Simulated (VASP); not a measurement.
NiGe3:

```xyz
4
Lattice="3.9478 0.0000 0.0000 0.0000 3.9478 0.0000 0.0000 0.0000 3.9478" Properties=species:S:1:pos:R:3 pbc="T T T"
Ni    0.0000    0.0000    0.0000
Ge    0.0000    1.9739    1.9739
Ge    1.9739    0.0000    1.9739
Ge    1.9739    1.9739    0.0000
```

| Quantity | Value |
| --- | --- |
| Program | VASP 6.6.1 |
| Task | relaxation of cell and atoms |
| Functional | PBE |
| Potentials or basis | VASP PAW PBE potentials, release 64 (Ni_sv_GW, Ge_d) |
| Cutoff | 590 eV |
| k mesh | 4 × 4 × 4 |
| Occupations | gaussian, width 0.1 eV |
| Spin | collinear spin, ferromagnetic start |
| Starting moments | [0.18, 0.0, 0.0, 0.0] μB |

At the start: pressure 5.5 GPa; volume 15.38 Å³/atom.

Task: Where does the relaxation end?

Result: Over 3 steps the energy falls by 12.9 meV/atom and the volume is 16.18 Å³/atom (+5.2 %); space group Pm-3m (No. 221, to 0.1 Å) before and after; moment 0.00 μB per cell.

The path:
```csv
step,energy change (eV),largest force (eV/Å),pressure (GPa),volume (Å³)
1,0.0000,0.0000,5.47,61.53
2,-0.0405,0.0000,-1.99,66.32
3,-0.0516,0.0000,-0.03,64.71
```

Final structure:
```
Ni Ge
1.0
     4.01482    0.00000    0.00000
     0.00000    4.01482    0.00000
     0.00000    0.00000    4.01482
Ni Ge
1 3
Direct
  0.00000 0.00000 0.00000
  0.00000 0.50000 0.50000
  0.50000 0.00000 0.50000
  0.50000 0.50000 0.00000
```

Caveat: the k points lie up to 0.39 Å⁻¹ apart in the final cell, too coarse for converged energies and pressures of a metal.
